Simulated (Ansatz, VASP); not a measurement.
# ScSi3: VASP beside Ansatz

```xyz
4
Lattice="3.9120 0.0000 0.0000 0.0000 3.9120 0.0000 0.0000 0.0000 3.9120" Properties=species:S:1:pos:R:3 pbc="T T T"
Sc    0.0000    0.0000    0.0000
Si    0.0000    1.9560    1.9560
Si    1.9560    1.9560    0.0000
Si    1.9560    0.0000    1.9560
```

Alike in both runs: task single point; functional PBE; k mesh 8 × 8 × 8; occupations gaussian, width 0.05 eV; no spin polarisation.

```csv
,VASP,Ansatz
version,VASP 6.6.1,Ansatz 0.2.0
potentials or method,"VASP PAW PBE potentials, release 64 (Sc_sv, Si), cutoff 520 eV","scalar-relativistic, plane waves, PAW"
valence electrons in the cell,23,23
```

|  | VASP | Ansatz | Ansatz less VASP |
| --- | --- | --- | --- |
| gap on the k mesh at the Fermi level (eV) | none | none | - |
| pressure (GPa) | 4.5 | 4.4 | -0.15 |

A gap of «none» marks a metal or a gap that the smearing closes.
